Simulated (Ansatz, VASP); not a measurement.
**Na in VASP and in Ansatz**

```
Na
1.0
    -2.11250    2.11250    2.11250
     2.11250   -2.11250    2.11250
     2.11250    2.11250   -2.11250
Na
1
Direct
  0.00000 0.00000 0.00000
```

Alike in both runs: task single point; functional r2SCAN; k mesh 11 × 11 × 11; occupations fermi-dirac, width 0.01 eV; no spin polarisation.

```csv
,VASP,Ansatz
version,VASP 6.6.1,Ansatz 0.2.0
potentials or method,"VASP PAW PBE potentials, release 64 (Na_pv), cutoff 520 eV","plane waves (500 eV) with PAW, scalar-relativistic"
valence electrons in the cell,7,9
```

Ansatz gave:

```
pressure (GPa) : 0.0
```

Which values does VASP return?

Pressure (GPa): 0.1.

VASP's potentials were made for PBE, not for r2SCAN. VASP's potentials hold 7 valence electrons a cell and Ansatz's 9, so a difference there can come from the potentials and not from the codes.
